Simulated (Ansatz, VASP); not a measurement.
## One calculation of NaPS, two programs

```
Na P S
1.0
     3.58024    0.00000    0.00000
     0.00000    3.58024    0.00000
     0.00000    0.00000    9.40952
Na P S
2 2 2
Direct
  0.00000 0.50000 0.00000
  0.50000 0.00000 0.50000
  0.00000 0.00000 0.75000
  0.00000 0.00000 0.25000
  0.50000 0.50000 0.25000
  0.50000 0.50000 0.75000
```

Alike in both runs: functional PBE; k mesh 4 × 4 × 4; occupations gaussian, width 0.1 eV; no spin polarisation.

Ansatz relaxed the structure, and its values are those at the end. VASP's run is a single point on that final structure, the one shown.

|  | VASP | Ansatz |
| --- | --- | --- |
| version | VASP 6.6.1 | Ansatz 0.2.0 |
| potentials or method | VASP PAW PBE potentials, release 64 (Na_pv, P, S), cutoff 520 eV | scalar-relativistic, plane waves, PAW |
| valence electrons in the cell | 36 | 40 |

```tsv
	VASP	Ansatz	Ansatz less VASP
gap on the k mesh at the Fermi level (eV)	none	none	-
pressure (GPa)	-0.1	-0.1	+0.06
```

A gap of «none» marks a metal or a gap that the smearing closes. VASP's potentials hold 36 valence electrons a cell and Ansatz's 40, so a difference there can come from the potentials and not from the codes.

The k mesh is coarse, so the values compare programs but aren't converged.
